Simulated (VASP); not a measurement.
Write the native input for VASP 6.6.1 that does the following.

- Task: single point
- Functional: PBE
- Potentials or basis: VASP PAW PBE potentials, release 64 (Cd)
- Cutoff: 520 eV
- k mesh: 18 × 18 × 18
- Occupations: gaussian, width 0.15 eV
- Spin: no spin polarisation
- Dipole correction: no
- Further INCAR settings: ALGO = Fast; EDIFF = 1e-06; NBANDS = 12

The structure of Cd lies in POSCAR:

```
Cd
1.0
    0.0000000000      2.2241732545      2.2541534960
    2.1939675977      0.0000000000      2.2541534960
    2.1939675977      2.2241732545      0.0000000000
Cd
1
Direct
    0.0000000000      0.0000000000      0.0000000000
```

This cell differs from its parent crystal: normal strain along x -0.0267, normal strain along y -0.0133.

The input as run:

INCAR

```
PREC     = Accurate       # precision mode
ENCUT    = 520            # plane-wave cutoff, eV
EDIFF    = 1E-6           # SCF threshold, eV
ISMEAR   = 0              # smearing method
SIGMA    = 0.15           # smearing width, eV
LREAL    = F              # projectors in reciprocal space
LASPH    = T              # aspherical terms in the spheres
NELM     = 100            # most SCF steps
ALGO     = Fast           # electronic algorithm
ISIF     = 2              # what is computed and relaxed
LWAVE    = F              # write WAVECAR
LCHARG   = F              # write CHGCAR
GGA      = PE             # functional
NBANDS   = 12             # bands
```

KPOINTS

```
regular mesh
0
Gamma
  18 18 18
```

Potentials or basis: VASP PAW PBE potentials, release 64 (Cd).

The run is started by

```bash
$ cat potpaw_PBE.64/Cd/POTCAR > POTCAR
$ mpirun -np 1 vasp_std > vasp.out
```

It gave:

```yaml
Pressure: 2.1 GPa
Band_gap_on_the_k_mesh: zero (bands 6 and 7 overlap by 3.06 eV)
```

Caveat: the cell differs from its parent crystal (normal strain along x -0.0267, normal strain along y -0.0133).

It took 96 s on 1 thread of AMD EPYC 9R45 96-Core Processor (Zen 5), with other jobs on the host, peak memory 0.28 GiB.
